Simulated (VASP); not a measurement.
# Al4Cu (Cm) in VASP: single point with r2SCAN

Aim: the single point of Al4Cu with r2SCAN.

Everything below comes from runs of VASP 6.6.1. Logs are shortened: lines on timing, memory, paths and dates and some standing lists are left out, and cuts for length are marked.

## Step 1: The cell of the first run

It takes space group Cm (No. 8, monoclinic). Conventional cell: a = 5.233 Å, b = 17.669 Å, c = 5.186 Å, α = 90.00°, β = 100.36°, γ = 90.00°. Cu (site symmetry 1) has 11 Al at 2.50 to 2.84 Å and 1 Cu at 3.33 Å within 3.4 Å. Cu (site symmetry m) has 10 Al at 2.51 to 2.83 Å and 2 Cu at 3.33 Å within 3.4 Å. Within 3.6 Å of Al (site symmetry m) lie 4 Cu at 2.63 to 2.83 Å and 11 Al at 2.70 to 3.56 Å. Al (site symmetry m) has 4 Cu at 2.64 to 2.83 Å and 11 Al at 2.69 to 3.56 Å within 3.6 Å. Within 3.4 Å of Al (site symmetry 1) lie 3 Cu at 2.61 to 2.76 Å and 9 Al at 2.70 to 3.33 Å. Al (site symmetry 1) has 3 Cu at 2.63 to 2.78 Å and 12 Al at 2.69 to 3.67 Å within 3.7 Å. Within 3.3 Å of Al (site symmetry 1) lie 2 Cu at 2.50 to 2.51 Å and 10 Al at 2.70 to 3.15 Å. Al (site symmetry 1) has 15 Al at 2.66 to 4.14 Å and 3 Cu at 2.67 to 4.19 Å within 4.2 Å.

## Step 2: Single point, r2SCAN

Contents of POSCAR:

```
Al4Cu
1.0
    5.2332896000      0.0000000000      0.0000000000
    2.6166442900     -8.8346137100      0.0000000000
    0.9323301000      0.0000000000     -5.1014071100
Cu Al
3 12
Direct
    0.2885500000      0.2735000000      0.1911000000
    0.5620500000      0.7265000000      0.1911000000
    0.7728000000      0.0000000000      0.8505000000
    0.2655000000      0.0000000000      0.0048000000
    0.6177000000      0.0000000000      0.3647000000
    0.8149000000      0.2366000000      0.0771000000
    0.0515000000      0.7634000000      0.0771000000
    0.4526000000      0.2454000000      0.6757000000
    0.6980000000      0.7546000000      0.6757000000
    0.0236000000      0.1530000000      0.5442000000
    0.1766000000      0.8470000000      0.5442000000
    0.8379000000      0.4672000000      0.4379000000
    0.3051000000      0.5328000000      0.4379000000
    0.9929000000      0.4924000000      0.9240000000
    0.4853000000      0.5076000000      0.9240000000
```

Contents of INCAR.step1:

```
  PREC = Accurate
  ENCUT = 520
  ISMEAR = 0
  SIGMA = 0.0703
  LREAL = Auto
  LASPH = T
  NELM = 100
  NBANDS = 48
  GGA = PE
  ALGO = Normal
  EDIFF = 1E-4
  LWAVE = T
  LCHARG = F
```

Contents of INCAR.step2:

```
  PREC = Accurate
  ENCUT = 520
  EDIFF = 1E-6
  ISMEAR = 0
  SIGMA = 0.0703
  LREAL = Auto
  LASPH = T
  NELM = 100
  ALGO = Normal
  ISIF = 2
  LWAVE = F
  LCHARG = T
  METAGGA = R2SCAN
  LMIXTAU = T
  LELF = T
  LVHAR = T
  NBANDS = 48
  ISTART = 1
```

Contents of KPOINTS:

```
Automatic mesh
0
Gamma
  5 5 4
```

Potentials or basis: VASP PAW PBE potentials, release 64 (Cu, Al).

Launch:

```sh
> cat potpaw_PBE.64/Cu/POTCAR potpaw_PBE.64/Al/POTCAR > POTCAR
> cp INCAR.step1 INCAR
> mpirun -np 1 vasp_std > vasp.out
> cp INCAR.step2 INCAR
> mpirun -np 1 vasp_std > vasp.out
```

OUTCAR:

```text
PREC = Accurate
   ENCUT = 520
   EDIFF = 1E-6
   ISMEAR = 0
   LREAL = Auto
   LASPH = T
   NELM = 100
   ISIF = 2
   METAGGA = R2SCAN
   ISTART = 1

 ion  position               nearest neighbor table
   1  0.289  0.273  0.191-  10 2.50   6 2.64   8 2.66  14 2.66  12 2.67   6 2.76   8 2.78   4 2.79
                            13 2.80   5 2.83  15 2.84
   2  0.562  0.727  0.191-  11 2.50   7 2.64   9 2.66  15 2.66  13 2.67   7 2.76   9 2.78   4 2.79
                            12 2.80   5 2.83  14 2.84
   3  0.773  0.000  0.850-  10 2.51  11 2.51   6 2.61   7 2.61   4 2.63   9 2.63   8 2.63   5 2.64
                             5 2.78   4 2.83
   4  0.266  0.000  0.005-   3 2.63   7 2.70   6 2.70   1 2.79   2 2.79   3 2.83   5 2.85  11 3.00
                            10 3.00   8 3.04   9 3.04  11 3.09  10 3.09
   5  0.618  0.000  0.365-   3 2.64   8 2.69   9 2.69   3 2.78   2 2.83   1 2.83   4 2.85   6 2.90
                             7 2.90  11 3.02  10 3.02  10 3.15  11 3.15
   6  0.815  0.237  0.077-   3 2.61   1 2.64   4 2.70   1 2.76  15 2.77  14 2.80  10 2.82  10 2.84
                             5 2.90  12 2.94   8 3.04   8 3.33
   7  0.051  0.763  0.077-   3 2.61   2 2.64   4 2.70   2 2.76  14 2.77  15 2.80  11 2.82  11 2.84
                             5 2.90  13 2.94   9 3.04   9 3.33
   8  0.453  0.245  0.676-   3 2.63   1 2.66   5 2.69   1 2.78  10 2.82  13 2.82  10 2.83  15 2.86
                            14 2.95   4 3.04   6 3.04  12 3.31   6 3.33
   9  0.698  0.755  0.676-   3 2.63   2 2.66   5 2.69   2 2.78  11 2.82  12 2.82  11 2.83  14 2.86
                            15 2.95   4 3.04   7 3.04  13 3.31   7 3.33
  10  0.024  0.153  0.544-   1 2.50   3 2.51  11 2.70   8 2.82   6 2.82   8 2.83  12 2.84   6 2.84
                             4 3.00   5 3.02   4 3.09   5 3.15
  11  0.177  0.847  0.544-   2 2.50   3 2.51  10 2.70   9 2.82   7 2.82   9 2.83  13 2.84   7 2.84
                             4 3.00   5 3.02   4 3.09   5 3.15
  12  0.838  0.467  0.438-  14 2.66   1 2.67  13 2.68  13 2.68   2 2.80  15 2.82  14 2.82   9 2.82
                            10 2.84   6 2.94   8 3.31
  13  0.305  0.533  0.438-  15 2.66   2 2.67  12 2.68  12 2.68   1 2.80  14 2.82  15 2.82   8 2.82
                            11 2.84   7 2.94   9 3.31
  14  0.993  0.492  0.924-  15 2.62  15 2.62  12 2.66   1 2.66   7 2.77   6 2.80  13 2.82  12 2.82
                             2 2.84   9 2.86   8 2.95
  15  0.485  0.508  0.924-  14 2.62  14 2.62  13 2.66   2 2.66   6 2.77   7 2.80  12 2.82  13 2.82
                             1 2.84   8 2.86   9 2.95

  LATTYP: Found a base centered monoclinic cell.
 ALAT       =     5.2332896000
 B/A-ratio  =     3.3763137091
 C/A-ratio  =     0.9909452335
 COS(beta)  =    -0.1797816177

  Lattice vectors:

 A1 = (  -2.6166453100,  -8.8346137100,   0.0000000000)
 A2 = (  -2.6166442900,   8.8346137100,   0.0000000000)
 A3 = (   0.9323301000,   0.0000000000,  -5.1014071100)

Analysis of symmetry for initial positions (statically):
=====================================================================
 Subroutine PRICEL returns:
 Original cell was already a primitive cell.

 Routine SETGRP: Setting up the symmetry group for a
 base centered monoclinic supercell.

 Subroutine GETGRP returns: Found  2 space group operations
 (whereof  2 operations were pure point group operations)
 out of a pool of  4 trial point group operations.

The static configuration has the point symmetry C_1h.

Analysis of symmetry for dynamics (positions and initial velocities):
=====================================================================
 Subroutine PRICEL returns:
 Original cell was already a primitive cell.

 Routine SETGRP: Setting up the symmetry group for a
 base centered monoclinic supercell.

 Subroutine GETGRP returns: Found  2 space group operations
 (whereof  2 operations were pure point group operations)
 out of a pool of  4 trial point group operations.

The dynamic configuration has the point symmetry C_1h.

 Subroutine INISYM returns: Found  2 space group operations
 (whereof  2 operations are pure point group operations),
 and found     1 'primitive' translations

----------------------------------------------------------------------------------------

                                     Primitive cell

  volume of cell :     235.8589

[... 60 lines left out ...]

  Shift w.r.t. Gamma in fractional coordinates (k-lattice)
     0.000000000  0.000000000  0.000000000

 Subroutine IBZKPT returns following result:
 ===========================================

 Found     33 irreducible k-points:

 Following reciprocal coordinates:
            Coordinates               Weight
  0.000000  0.000000  0.000000      1.000000
  0.200000 -0.000000  0.000000      4.000000
  0.400000  0.000000  0.000000      4.000000
  0.000000  0.200000  0.000000      2.000000
  0.400000  0.200000  0.000000      2.000000
 -0.400000  0.200000  0.000000      4.000000
[... 16 lines left out ...]
  0.400000 -0.400000  0.250000      4.000000
 -0.400000 -0.200000  0.250000      2.000000
 [... further k-points ...]
   k-points           NKPTS =     33   k-points in BZ     NKDIM =     33   number of bands    NBANDS=     48
   number of dos      NEDOS =    301   number of ions     NIONS =     15
   total plane-waves  NPLWV = 112000
   dimension x,y,z NGX =    40 NGY =   70 NGZ =   40
   dimension x,y,z NGXF=    80 NGYF=  140 NGZF=   80
   ions per type =               3  12
   NGX,Y,Z   is equivalent  to a cutoff of  12.71, 12.63, 12.82 a.u.
   NGXF,Y,Z  is equivalent  to a cutoff of  25.41, 25.26, 25.65 a.u.
 SYSTEM =  unknown system
   PREC   = accura    normal or accurate (medium, high low for compatibility)
   ISTART =      1    job   : 0-new  1-cont  2-samecut
   ICHARG =      0    charge: 1-file 2-atom 10-const
   ISPIN  =      1    spin polarized calculation?
   LNONCOLLINEAR =      F non collinear calculations
   LSORBIT =      F    spin-orbit coupling
   LASPH  =      T    aspherical Exc in radial PAW
   ENCUT  =  520.0 eV  38.22 Ry    6.18 a.u.   9.73 17.13  9.64*2*pi/ulx,y,z
   NELM   =    100;   NELMIN=  2; NELMDL=  0     # of ELM steps
   EDIFF  = 0.1E-05   stopping-criterion for ELM
   LREAL  =      T    real-space projection
   EDIFFG = 0.1E-04   stopping-criterion for IOM
   NSW    =      0    number of steps for IOM
   IBRION =     -1    ionic relax: 0-MD 1-quasi-New 2-CG
   NFREE  =      0    steps in history (QN), initial steepest desc. (CG)
   ISIF   =      2    stress and relaxation
   ISYM   =      2    0-nonsym 1-usesym 2-fastsym
   POTIM  = 0.5000    time-step for ionic-motion
   TEBEG  =    0.0;   TEEND  =   0.0 temperature during run
   PSTRESS=    0.0 pullay stress
   NELECT =      69.0000    total number of electrons
   NUPDOWN=      -1.0000    fix difference up-down
   EMIN   =  10.00;   EMAX   =-10.00  energy-range for DOS
   EFERMI =   0.00;   METHOD = LEGACY
   ISMEAR =     0;   SIGMA  =   0.07  broadening in eV -4-tet -1-fermi 0-gaus
   EFERMI_NEDOS =   21; number of points for ismear=-14 and -15
   IALGO  =     38    algorithm
   IMIX   =      4    mixing-type and parameters
     AMIX     =   0.40;   BMIX     =  1.00
     AMIX_MAG =   1.60;   BMIX_MAG =  1.00
  volume/ion in A,a.u.               =      15.72       106.11
  Fermi-wavevector in a.u.,A,eV,Ry     =   1.086777  2.053711 16.069626  1.181084
  Thomas-Fermi vector in A             =   2.222921
   LORBIT       =      0    0 simple, 1 ext, 2 COOP (PROOUT), +10 PAW based schemes
   METAGGA = R2SCAN    functional components
   LHFCALC =     F    Hartree Fock is set to
   AEXX    =    0.0000 exact exchange contribution
   IVDW    =     0    specifies the selected vdW correction
   LEPSILON=     F    determine dielectric tensor
   LRPA    =     F    only Hartree local field effects (RPA)
 non-spin polarized calculation
 Gauss-broadening in eV      SIGMA  =   0.07
  energy-cutoff  :      520.00
  volume of cell :      235.86
 maximum number of plane-waves:      6367
   NGX = 19   NGY = 35   NGZ = 19

 number of electron      69.0000010 magnetization

 Free energy of the ion-electron system (eV)
  ---------------------------------------------------
  ext. energy  EPLUGINS =         0.00000000
  ---------------------------------------------------
  free energy    TOTEN  =      -112.64272231 eV

  energy without entropy =     -112.62621075  energy(sigma->0) =     -112.63446653

 E-fermi :   7.9603     XC(G=0): -11.3162

 val. band max:        7.9596638068   @ k =   0.0000   0.0000   0.2500
 cond. band min:       7.9752623692   @ k =  -0.2000   0.2000   0.2500
 fundamental gap:      0.0155985623
 Fermi energy:         7.9602543488

 k-point     1 :       0.0000    0.0000    0.0000
  band No.  band energies     occupation
      1      -3.7101      2.00000
      2      -1.8518      2.00000
      3      -1.5595      2.00000
      4       1.8250      2.00000
      5       2.0313      2.00000
      6       2.0326      2.00000
[... 1165 lines left out ...]
     45      11.1637      0.00000
     46      11.1937      0.00000

 [... further k-points ...]

 [bands above 46 left out]

------------------------ aborting loop because EDIFF is reached ----------------------------------------

  FORCE on cell =-STRESS in cart. coord.  units (eV):
  Direction    XX          YY          ZZ          XY          YZ          ZX
  --------------------------------------------------------------------------------------
  -------------------------------------------------------------------------------------
  Total       -5.3692551     -2.1964112     -4.7647466     -0.0000001      0.0000000      0.0498489
  in kB      -36.4730688    -14.9201061    -32.3666738     -0.0000009      0.0000000      0.3386207
  external PRESSURE =     -27.9199496 kB  Pullay stress =       0.0000000 kB

 VOLUME and BASIS-vectors are now :
 -----------------------------------------------------------------------------
  energy-cutoff  :      520.00
  volume of cell :      235.86
      direct lattice vectors                 reciprocal lattice vectors
     5.233289600  0.000000000  0.000000000     0.191084399  0.056595559  0.034922470
     2.616644290 -8.834613710  0.000000000     0.000000000 -0.113191140  0.000000000
     0.932330100  0.000000000 -5.101407110     0.000000000  0.000000000 -0.196024347

 POSITION                                       TOTAL-FORCE (eV/Angst)
 -----------------------------------------------------------------------------------
      2.40389     -2.41627     -0.97488         0.112315     -0.211140      0.009087
      5.02053     -6.41835     -0.97488         0.112315      0.211140      0.009087
      4.83723      0.00000     -4.33875        -0.060673      0.000000     -0.073458
      1.39391      0.00000     -0.02449         0.117562      0.000000      0.153808
      3.57262      0.00000     -1.86048         0.108312      0.000000      0.237109
      4.95559     -2.09027     -0.39332        -0.115944     -0.306829     -0.159268
      2.33894     -6.74434     -0.39332        -0.115944      0.306829     -0.159268
      3.64069     -2.16801     -3.44702        -0.010394     -0.297446     -0.087732
      6.25733     -6.66660     -3.44702        -0.010393      0.297446     -0.087732
      1.03123     -1.35170     -2.77619         0.068176      0.036192      0.147553
      3.64787     -7.48292     -2.77619         0.068176     -0.036192      0.147553
      6.01574     -4.12753     -2.23391        -0.181630      0.209850     -0.388785
      3.39909     -4.70708     -2.23391        -0.181630     -0.209850     -0.388785
      7.34604     -4.35016     -4.71370         0.044875     -0.028907      0.320416
      4.72940     -4.48445     -4.71370         0.044875      0.028907      0.320416
 -----------------------------------------------------------------------------------
    total drift:                                0.005854      0.000202     -0.019412

  FREE ENERGIE OF THE ION-ELECTRON SYSTEM (eV)
  ---------------------------------------------------
  free  energy   TOTEN  =      -112.6427223119 eV

  energy  without entropy=     -112.6262107463  energy(sigma->0) =     -112.63446653
```

It took 15 min on 1 thread of Intel Xeon 6975P-C (Granite Rapids), shared host; peak memory 0.48 GiB.

Results:

| Item | Value |
| --- | --- |
| Free energy | -112.6427 eV |
| Pressure | -2.8 GPa |
| Largest force | 0.478 eV/Å |
| Band gap on the k mesh | zero (an odd number of electrons rules out a gap without spin polarisation) |

Forces on the atoms (eV/Å):
```
Cu   0.112 -0.211  0.009
Cu   0.112  0.211  0.009
Cu  -0.061  0.000 -0.073
Al   0.118  0.000  0.154
Al   0.108  0.000  0.237
Al  -0.116 -0.307 -0.159
Al  -0.116  0.307 -0.159
Al  -0.010 -0.297 -0.088
Al  -0.010  0.297 -0.088
Al   0.068  0.036  0.148
Al   0.068 -0.036  0.148
Al  -0.182  0.210 -0.389
Al  -0.182 -0.210 -0.389
Al   0.045 -0.029  0.320
Al   0.045  0.029  0.320
```

Caveat: the PAW data sets were made with another functional, which shifts forces and pressure a little.
